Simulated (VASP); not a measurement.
# MgO in VASP: notebook

MgO is run at these levels: r2SCAN; tasks: single point.

Everything below comes from runs of VASP 6.6.1. Logs are shortened: lines on timing, memory, paths and dates and some standing lists are left out, and cuts for length are marked.

**1. The cell of the first run**

Symmetry: Fm-3m, No. 225, cubic system. The conventional cell has a = 4.218 Å, b = 4.218 Å, c = 4.218 Å, α = 90.00°, β = 90.00°, γ = 90.00°. Within 2.8 Å of Mg (site symmetry m-3m) lie 6 O at 2.11 Å. O (site symmetry m-3m) has 6 Mg at 2.11 Å within 2.8 Å.

**2. Single point, r2SCAN (strain +0.3%)**

The input, POSCAR:

```
MgO
1.0
    0.0000000000      2.1088943526      2.1088943526
    2.1088943526      0.0000000000      2.1088943526
    2.1088943526      2.1088943526      0.0000000000
Mg O
1 1
Direct
    0.0000000000      0.0000000000      0.0000000000
    0.5000000000      0.5000000000      0.5000000000
```

The input, INCAR.step1:

```
SYSTEM = MgO
  ALGO = Normal
  EDIFF = 1E-5
  ENCUT = 920
  GGA = PE
  GGA_COMPAT = .False.
  ISMEAR = 0
  LASPH = .True.
  LCHARG = .False.
  LREAL = .False.
  LWAVE = .True.
  NBANDS = 15
  NELM = 120
  PREC = Accurate
  SIGMA = 0.01
```

The input, INCAR.step2:

```
SYSTEM = MgO
  ALGO = Normal
  EDIFF = 1E-6
  ENCUT = 920
  GGA_COMPAT = .False.
  ISIF = 2
  ISMEAR = 0
  ISTART = 1
  LASPH = .True.
  LCHARG = .True.
  LELF = .True.
  LMIXTAU = .True.
  LREAL = .False.
  LVHAR = .True.
  LWAVE = .False.
  METAGGA = R2SCAN
  NBANDS = 15
  NELM = 120
  PREC = Accurate
  SIGMA = 0.01
```

The input, KPOINTS:

```
k-points
0
Gamma
  10 10 10
  0 0 0
```

Potentials or basis: VASP PAW PBE potentials, release 64 (Mg_sv, O).

Launch:

```sh
> cat potpaw_PBE.64/Mg_sv/POTCAR potpaw_PBE.64/O/POTCAR > POTCAR
> cp INCAR.step1 INCAR
> mpirun -np 1 vasp_std > vasp.out
> cp INCAR.step2 INCAR
> mpirun -np 1 vasp_std > vasp.out
```

OUTCAR:

```text
SYSTEM = MgO
   EDIFF = 1E-6
   ENCUT = 920
   ISIF = 2
   ISMEAR = 0
   ISTART = 1
   LASPH = .True.
   LREAL = .False.
   METAGGA = R2SCAN
   NELM = 120
   PREC = Accurate

 ion  position               nearest neighbor table
   1  0.000  0.000  0.000-   2 2.11   2 2.11   2 2.11   2 2.11   2 2.11   2 2.11
   2  0.500  0.500  0.500-   1 2.11   1 2.11   1 2.11   1 2.11   1 2.11   1 2.11

  LATTYP: Found a face centered cubic cell.
 ALAT       =     4.2177887052

  Lattice vectors:

 A1 = (   0.0000000000,   2.1088943526,   2.1088943526)
 A2 = (   2.1088943526,   0.0000000000,   2.1088943526)
 A3 = (   2.1088943526,   2.1088943526,   0.0000000000)

Analysis of symmetry for initial positions (statically):
=====================================================================
 Subroutine PRICEL returns:
 Original cell was already a primitive cell.

 Routine SETGRP: Setting up the symmetry group for a
 face centered cubic supercell.

 Subroutine GETGRP returns: Found 48 space group operations
 (whereof 48 operations were pure point group operations)
 out of a pool of 48 trial point group operations.

The static configuration has the point symmetry O_h .

Analysis of symmetry for dynamics (positions and initial velocities):
=====================================================================
 Subroutine PRICEL returns:
 Original cell was already a primitive cell.

 Routine SETGRP: Setting up the symmetry group for a
 face centered cubic supercell.

 Subroutine GETGRP returns: Found 48 space group operations
 (whereof 48 operations were pure point group operations)
 out of a pool of 48 trial point group operations.

The dynamic configuration has the point symmetry O_h .

 Subroutine INISYM returns: Found 48 space group operations
 (whereof 48 operations are pure point group operations),
 and found     1 'primitive' translations

----------------------------------------------------------------------------------------

                                     Primitive cell

  volume of cell :      18.7583

  direct lattice vectors                    reciprocal lattice vectors
     0.000000000  2.108894353  2.108894353    -0.237091061  0.237091061  0.237091061
     2.108894353  0.000000000  2.108894353     0.237091061 -0.237091061  0.237091061
     2.108894353  2.108894353  0.000000000     0.237091061  0.237091061 -0.237091061

  length of vectors
     2.982426995  2.982426995  2.982426995     0.410653764  0.410653764  0.410653764

  position of ions in fractional coordinates (direct lattice)
[... 90 lines left out ...]
   NELECT =      16.0000    total number of electrons
   NUPDOWN=      -1.0000    fix difference up-down
   EMIN   =  10.00;   EMAX   =-10.00  energy-range for DOS
   EFERMI =   0.00;   METHOD = LEGACY
   ISMEAR =     0;   SIGMA  =   0.01  broadening in eV -4-tet -1-fermi 0-gaus
   EFERMI_NEDOS =   21; number of points for ismear=-14 and -15
   IALGO  =     38    algorithm
   IMIX   =      4    mixing-type and parameters
     AMIX     =   0.40;   BMIX     =  1.00
     AMIX_MAG =   1.60;   BMIX_MAG =  1.00
  volume/ion in A,a.u.               =       9.38        63.29
  Fermi-wavevector in a.u.,A,eV,Ry     =   1.552566  2.933924 32.796305  2.410460
  Thomas-Fermi vector in A             =   2.656923
   LORBIT       =      0    0 simple, 1 ext, 2 COOP (PROOUT), +10 PAW based schemes
   METAGGA = R2SCAN    functional components
   LHFCALC =     F    Hartree Fock is set to
   AEXX    =    0.0000 exact exchange contribution
   IVDW    =     0    specifies the selected vdW correction
   LEPSILON=     F    determine dielectric tensor
   LRPA    =     F    only Hartree local field effects (RPA)
 non-spin polarized calculation
 Gauss-broadening in eV      SIGMA  =   0.01
  energy-cutoff  :      920.00
  volume of cell :       18.76
 maximum number of plane-waves:      1243
 NGX is ok and might be reduce to    30
   NGX = 15   NGY = 15   NGZ = 15

 number of electron      15.9999997 magnetization

 Free energy of the ion-electron system (eV)
  ---------------------------------------------------
  ext. energy  EPLUGINS =         0.00000000
  ---------------------------------------------------
  free energy    TOTEN  =       -16.15462374 eV

  energy without entropy =      -16.15462374  energy(sigma->0) =      -16.15462374

 E-fermi :   2.6344     XC(G=0): -12.0186

 val. band max:        2.4771058736   @ k =   0.0000   0.0000   0.0000
 cond. band min:       8.0816500609   @ k =   0.0000   0.0000   0.0000
 fundamental gap:      5.6045441873
 Fermi energy:         2.6343546860

 k-point     1 :       0.0000    0.0000    0.0000
  band No.  band energies     occupation
      1     -72.5099      2.00000
      2     -37.5966      2.00000
      3     -37.5966      2.00000
      4     -37.5966      2.00000
      5     -15.6896      2.00000
      6       2.4771      2.00000
      7       2.4771      2.00000
      8       2.4771      2.00000
      9       8.0817      0.00000
     10      19.3150      0.00000
     11      19.3150      0.00000
     12      19.3150      0.00000
     13      23.4087      0.00000
     14      25.2377      0.00000
[... 401 lines left out ...]
      2     -37.6544      2.00000
      3     -37.6197      2.00000
      4     -37.6174      2.00000
      5     -14.4908      2.00000
      6      -1.0699      2.00000
      7       1.1721      2.00000
      8       1.3836      2.00000
      9      13.0643      0.00000
     10      13.6197      0.00000
     11      17.2799      0.00000
     12      21.9716      0.00000
     13      22.1880      0.00000
     14      28.7730      0.00000
     15      30.9517      0.00000

 [... further k-points ...]

------------------------ aborting loop because EDIFF is reached ----------------------------------------

  FORCE on cell =-STRESS in cart. coord.  units (eV):
  Direction    XX          YY          ZZ          XY          YZ          ZX
  --------------------------------------------------------------------------------------
  -------------------------------------------------------------------------------------
  Total       -0.1252753     -0.1252753     -0.1252753      0.0000000      0.0000000     -0.0000000
  in kB      -10.6999466    -10.6999466    -10.6999466      0.0000000      0.0000000     -0.0000000
  external PRESSURE =     -10.6999466 kB  Pullay stress =       0.0000000 kB

 VOLUME and BASIS-vectors are now :
 -----------------------------------------------------------------------------
  energy-cutoff  :      920.00
  volume of cell :       18.76
      direct lattice vectors                 reciprocal lattice vectors
     0.000000000  2.108894353  2.108894353    -0.237091061  0.237091061  0.237091061
     2.108894353  0.000000000  2.108894353     0.237091061 -0.237091061  0.237091061
     2.108894353  2.108894353  0.000000000     0.237091061  0.237091061 -0.237091061

 POSITION                                       TOTAL-FORCE (eV/Angst)
 -----------------------------------------------------------------------------------
      0.00000      0.00000      0.00000         0.000000      0.000000      0.000000
      2.10889      2.10889      2.10889        -0.000000     -0.000000     -0.000000
 -----------------------------------------------------------------------------------
    total drift:                                0.000000      0.000000      0.000000

  FREE ENERGIE OF THE ION-ELECTRON SYSTEM (eV)
  ---------------------------------------------------
  free  energy   TOTEN  =       -16.1546237426 eV

  energy  without entropy=      -16.1546237426  energy(sigma->0) =      -16.15462374
```

OSZICAR.step1:

```text
N       E                     dE             d eps       ncg     rms          rms(c)
DAV:   1     0.170428413025E+03    0.17043E+03   -0.14213E+04  1410   0.189E+03
DAV:   2    -0.721776871694E+01   -0.17765E+03   -0.16887E+03  1683   0.459E+02
DAV:   3    -0.133892116932E+02   -0.61714E+01   -0.61422E+01  1931   0.801E+01
DAV:   4    -0.134789597488E+02   -0.89748E-01   -0.89738E-01  1557   0.100E+01
DAV:   5    -0.134806079206E+02   -0.16482E-02   -0.16482E-02  1838   0.107E+00    0.862E+00
DAV:   6    -0.118990538082E+02    0.15816E+01   -0.25721E+00  1501   0.148E+01    0.284E+00
DAV:   7    -0.118869367530E+02    0.12117E-01   -0.14119E-01  1676   0.348E+00    0.173E+00
DAV:   8    -0.118770214400E+02    0.99153E-02   -0.38957E-02  1718   0.226E+00    0.346E-01
DAV:   9    -0.118757822365E+02    0.12392E-02   -0.37881E-03  1571   0.570E-01    0.101E-01
DAV:  10    -0.118759800944E+02   -0.19786E-03   -0.29486E-04  1732   0.187E-01    0.481E-02
DAV:  11    -0.118759704878E+02    0.96066E-05   -0.26074E-05  1718   0.507E-02
   1 F= -.11875970E+02 E0= -.11875970E+02  d E =-.270062-170
```

Run time: 60 s. Hardware: 1 thread of Intel Xeon 6975P-C (Granite Rapids), shared host; peak memory 0.18 GiB.

What came out:

```
Free energy            : -16.1546 eV
Pressure               : -1.1 GPa
Band gap on the k mesh : 5.60 eV
```

Caveat: the cell differs from its parent crystal (strain +0.3%); the PAW data sets were made with another functional, which shifts forces and pressure a little.

**3. Single point, r2SCAN (strain along [111] -2.5%)**

The input, POSCAR:

```
MgO
1.0
   -0.0346156901      2.0675517267      2.0675517267
    2.0675517267     -0.0346156901      2.0675517267
    2.0675517267      2.0675517267     -0.0346156901
Mg O
1 1
Direct
    0.0000000000      0.0000000000      0.0000000000
    0.5000000000      0.5000000000      0.5000000000
```

The input, INCAR.step1:

```
PREC = Accurate
ENCUT = 920
ISMEAR = 0
SIGMA = 0.01
LREAL = F
LASPH = T
NELM = 120
NBANDS = 15
GGA = PE
ALGO = Normal
EDIFF = 1E-5
LWAVE = T
LCHARG = F
GGA_COMPAT = F
```

The input, INCAR.step2:

```
PREC = Accurate
ENCUT = 920
EDIFF = 1E-6
ISMEAR = 0
SIGMA = 0.01
LREAL = F
LASPH = T
NELM = 120
ALGO = Normal
ISIF = 2
LWAVE = F
LCHARG = F
METAGGA = R2SCAN
LMIXTAU = T
NBANDS = 15
ISTART = 1
GGA_COMPAT = F
```

The input, KPOINTS:

```
Automatic mesh
0
Gamma
  10 10 10
```

Potentials or basis: VASP PAW PBE potentials, release 64 (Mg_sv, O).

Launch:

```sh
> cat potpaw_PBE.64/Mg_sv/POTCAR potpaw_PBE.64/O/POTCAR > POTCAR
> cp INCAR.step1 INCAR
> mpirun -np 1 vasp_std > vasp.out
> cp INCAR.step2 INCAR
> mpirun -np 1 vasp_std > vasp.out
```

Run time: 2.9 min. Hardware: 1 thread of Intel Xeon Platinum 8488C (Sapphire Rapids), shared host; peak memory 0.21 GiB.

It converged, with:

| Property | Result |
| --- | --- |
| Free energy | -16.1389 eV |
| Pressure | 4.9 GPa |
| Band gap on the k mesh | 5.82 eV |

Stress tensor (GPa, compression positive):
```
4.92 2.57 2.57
2.57 4.92 2.57
2.57 2.57 4.92
```

Levels at points of the mesh, in eV from the valence-band top:
| k point | band 6 | band 7 | band 8 | band 9 | band 10 | band 11 |
| --- | --- | --- | --- | --- | --- | --- |
| (0.00, 0.00, 0.00) | -0.19 | -0.19 | 0.00 | 5.82 | 16.66 | 16.66 |
| (0.50, 0.00, 0.00) | -4.89 | -0.86 | -0.73 | 8.96 | 13.97 | 17.66 |
| (0.50, 0.50, 0.00) | -4.32 | -1.64 | -1.43 | 9.93 | 11.40 | 14.52 |
| (0.50, 0.50, 0.50) | -4.78 | -0.95 | -0.95 | 8.73 | 14.37 | 17.33 |

Caveat: the cell differs from its parent crystal (strain along [111] -2.5%); the cell stands under pressure; the PAW data sets were made with another functional, which shifts forces and pressure a little.
